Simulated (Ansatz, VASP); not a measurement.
**W2AuN3: VASP beside Ansatz**

```
W Au N
1.0
     5.29846    0.00000    0.00000
    -2.64923    4.58860    0.00000
     0.00000    0.00000    2.88056
W Au N
2 1 3
Direct
  0.66667 0.33333 0.95785
  0.33333 0.66667 0.95785
  0.00000 0.00000 0.94148
  0.50000 0.50000 0.44548
  0.50000 0.00000 0.44548
  0.00000 0.50000 0.44548
```

Change from the starting cell: species swapped into the ErCo3Ge2 type (P6mm, No. 183).

Alike in both runs: functional PBE; k mesh 3 × 3 × 3; occupations gaussian, width 0.15 eV; no spin polarisation.

Ansatz relaxed the structure, and its values are those at the end. VASP's run is a single point on that final structure, the one shown.

```csv
,VASP,Ansatz
version,VASP 6.6.1,Ansatz 0.2.0
potentials or method,"VASP PAW PBE potentials, release 64 (W_sv, Au, N), cutoff 600 eV","scalar-relativistic, plane waves, PAW"
valence electrons in the cell,54,62
```

Ansatz gave:

- gap on the k mesh at the Fermi level (eV): none
- pressure (GPa): 0.0
- rms of the force components (eV/Å): 0.002

Task: Which values does VASP return?

Result: gap on the k mesh at the Fermi level (eV): none; pressure (GPa): 0.9; rms of the force components (eV/Å): 0.009.

A gap of «none» marks a metal or a gap that the smearing closes. With one functional, cell and mesh, what is left measures potentials, basis and numerics. VASP's potentials hold 54 valence electrons a cell and Ansatz's 62, so a difference there can come from the potentials and not from the codes.

The k mesh is coarse, so the values compare programs but aren't converged. Neither program's run includes spin-orbit coupling.
